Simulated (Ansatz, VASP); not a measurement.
## One calculation of AlFe, two programs

File INCAR:

```
SYSTEM = AlFe
  PREC = Accurate
  ENCUT = 600
  EDIFF = 1E-6
  ISMEAR = -1
  SIGMA = 0.1
  LREAL = .FALSE.
  LASPH = .TRUE.
  NELM = 200
  ALGO = Normal
  ISIF = 2
  LWAVE = .FALSE.
  LCHARG = .FALSE.
  ISPIN = 2
  MAGMOM = 2 -2 -2 2 0 0 0 0
  LORBIT = 11
  LMAXMIX = 4
  GGA = PE
  NBANDS = 36
  GGA_COMPAT = .FALSE.
```

KPOINTS

```
regular mesh
0
G
  1 1 1
  0 0 0
```

The input POSCAR:

```
AlFe
1.0
    6.1951931340      0.0000000000      0.0000000000
    0.0000000000      6.1951931340      0.0000000000
    0.0000000000      0.0000000000      3.0975965660
Fe Al
4 4
Direct
    0.0054509800     -0.0034117650      0.0241960780
   -0.0087450980      0.5067843140      0.0289019610
    0.5092156860      0.0045882350      0.0275686270
    0.4958823530      0.4955686270      0.0131372550
    0.2541960780      0.2529411760      0.5278823530
    0.2549019610      0.7532549020      0.5187058820
    0.7456470590      0.2463529410      0.5292941180
    0.7403921570      0.7504313730      0.5258431370
```

Input for Ansatz:

```yaml
crystal:
  lattice:
    - [6.195193134, 0.0, 0.0]
    - [0.0, 6.195193134, 0.0]
    - [0.0, 0.0, 3.097596566]
  atoms:
    - { symbol: Fe, position: [0.00545098, -0.003411765, 0.024196078], spin: 2.0 }
    - { symbol: Al, position: [0.254196078, 0.252941176, 0.527882353] }
    - { symbol: Fe, position: [-0.008745098, 0.506784314, 0.028901961], spin: -2.0 }
    - { symbol: Al, position: [0.254901961, 0.753254902, 0.518705882] }
    - { symbol: Fe, position: [0.509215686, 0.004588235, 0.027568627], spin: -2.0 }
    - { symbol: Al, position: [0.745647059, 0.246352941, 0.529294118] }
    - { symbol: Fe, position: [0.495882353, 0.495568627, 0.013137255], spin: 2.0 }
    - { symbol: Al, position: [0.740392157, 0.750431373, 0.525843137] }
hamiltonian:
  xc: pbe
  pseudopotentials: { kind: nc }
kpoints:
  mp_grid: { grid: [1, 1, 1], shift: [0, 0, 0] }
magnetization:
  spin_polarized: true
scf:
  occupations: { method: fermi_dirac }
```

Alike in both runs: task single point; functional PBE; k mesh 1 × 1 × 1; collinear spin.

|  | VASP | Ansatz |
| --- | --- | --- |
| version | VASP 6.6.1 | Ansatz development build ahead of 0.2.0 |
| potentials or method | VASP PAW PBE potentials, release 64 (Fe, Al) | plane waves, scalar-relativistic |
| plane-wave cutoff (eV) | 600 | 1225 |
| occupations | fermi-dirac, width 0.1 eV | fermi-dirac |

Ansatz gave:

- net moment per atom (μB): 0.04
- size of the moment on the site where the two differ most (μB): 2.05

Problem. Which values does VASP return?

Solution. net moment per atom (μB): 0.05; size of the moment on the site where the two differ most (μB): 2.42.

Site moments also hang on the region over which each program counts them. Ansatz's warnings: negative readings unjudged, stability check not made.

The k mesh is coarse, so the values compare programs but aren't converged.
